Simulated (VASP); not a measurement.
Input of a VASP 6.6.1 run:

POSCAR

```
BAs
1.0
    2.9570103300      0.0000000000      0.0000000000
    0.0000000000      2.9570103300      0.0000000000
    0.0000000000      0.0000000000      2.9570103300
B As
1 1
Direct
    0.5000000000      0.5000000000      0.5000000000
    0.0000000000      0.0000000000      0.0000000000
```

The input INCAR.step1:

```
ALGO     = Normal         # electronic algorithm
EDIFF    = 1E-5           # SCF threshold, eV
ENCUT    = 520            # plane-wave cutoff, eV
GGA      = PE             # functional
ISIF     = 2              # what is computed and relaxed
ISMEAR   = -1             # smearing method
LASPH    = T              # aspherical terms in the spheres
LCHARG   = F              # write CHGCAR
LREAL    = F              # projectors in reciprocal space
LWAVE    = T              # write WAVECAR
NBANDS   = 11             # bands
NELM     = 80             # most SCF steps
PREC     = Accurate       # precision mode
SIGMA    = 0.05           # smearing width, eV
```

INCAR.step2

```
AEXX     = 0.1            # exact-exchange fraction
ALGO     = Normal         # electronic algorithm
EDIFF    = 1E-6           # SCF threshold, eV
ENCUT    = 520            # plane-wave cutoff, eV
ISIF     = 2              # what is computed and relaxed
ISMEAR   = -1             # smearing method
ISTART   = 1            
LASPH    = T              # aspherical terms in the spheres
LCHARG   = F              # write CHGCAR
LHFCALC  = T              # exact exchange
LMIXTAU  = T            
LREAL    = F              # projectors in reciprocal space
LWAVE    = F              # write WAVECAR
METAGGA  = R2SCAN         # meta-GGA
NBANDS   = 11             # bands
NELM     = 80             # most SCF steps
PREC     = Accurate       # precision mode
PRECFOCK = Normal       
SIGMA    = 0.05           # smearing width, eV
```

The input KPOINTS:

```
k-points
0
Gamma
  5 5 5
```

Potentials or basis: VASP PAW PBE potentials, release 64 (B, As).

The run is started by

```sh
$ cat potpaw_PBE.64/B/POTCAR potpaw_PBE.64/As/POTCAR > POTCAR
$ cp INCAR.step1 INCAR
$ mpirun -np 1 vasp_std > vasp.out
$ cp INCAR.step2 INCAR
$ mpirun -np 1 vasp_std > vasp.out
```

(1) Predict the pressure.

(2) Estimate the band gap on the k mesh.

Results:

(1) -7.7 GPa.

(2) zero (bands 4 and 5 overlap by 4.23 eV).

Caveat: the k points lie up to 0.42 Å⁻¹ apart, too coarse for converged energies and pressures of a metal; the PAW data sets were made with another functional, which shifts forces and pressure a little.
